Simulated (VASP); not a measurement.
Here is a VASP 6.6.1 calculation.

Contents of INCAR:

```
SYSTEM = Sr2PtCl4
PREC     = Accurate       ! precision mode
ENCUT    = 520            ! plane-wave cutoff, eV
EDIFF    = 1E-7           ! SCF threshold, eV
ISMEAR   = 1              ! smearing method
SIGMA    = 0.02           ! smearing width, eV
LREAL    = .FALSE.        ! projectors in reciprocal space
LASPH    = .TRUE.         ! aspherical terms in the spheres
NELM     = 100            ! most SCF steps
ALGO     = Normal         ! electronic algorithm
ISIF     = 2              ! what is computed and relaxed
LWAVE    = .FALSE.        ! write WAVECAR
LCHARG   = .FALSE.        ! write CHGCAR
GGA      = PE             ! functional
NBANDS   = 38             ! bands
```

The input KPOINTS:

```
regular mesh
0
G
  3 3 5
  0 0 0
```

File POSCAR:

```
Sr2PtCl4
1.0
    6.9929230000      0.0000000000      0.0000000000
    0.0000000000      6.9929230000      0.0000000000
    0.0000000000      0.0000000000      4.1123790000
Pt Cl Sr
1 4 2
Direct
    0.5000000000      0.5000000000      0.5000000000
    0.7370000000      0.2630000000      0.5000000000
    0.7370000000      0.7370000000      0.5000000000
    0.2630000000      0.7370000000      0.5000000000
    0.2630000000      0.2630000000      0.5000000000
    0.0000000000      0.5000000000      0.0000000000
    0.5000000000      0.0000000000      0.0000000000
```

Potentials or basis: VASP PAW PBE potentials, release 64 (Pt, Cl, Sr_sv).

Launch:

```console
$ cat potpaw_PBE.64/Pt/POTCAR potpaw_PBE.64/Cl/POTCAR potpaw_PBE.64/Sr_sv/POTCAR > POTCAR
$ mpirun -np 1 vasp_std > vasp.out
```

Problem. Predict the largest force.

Solution. 1.983 eV/Å.

Problem. What does it give for the band gap on the k mesh?

Solution. Zero (band 29 reaches 5.01 eV, above the bottom of band 30 at 4.53 eV).

Stress tensor (GPa, compression positive):
```
 3.90  0.00  0.00
 0.00  3.90  0.00
 0.00  0.00 -3.75
```

Caveat: spin-orbit coupling is left out, which moves the levels of the heavy elements; forces of over 1 eV/Å act on the atoms, so gaps and moduli don't describe the material at rest.
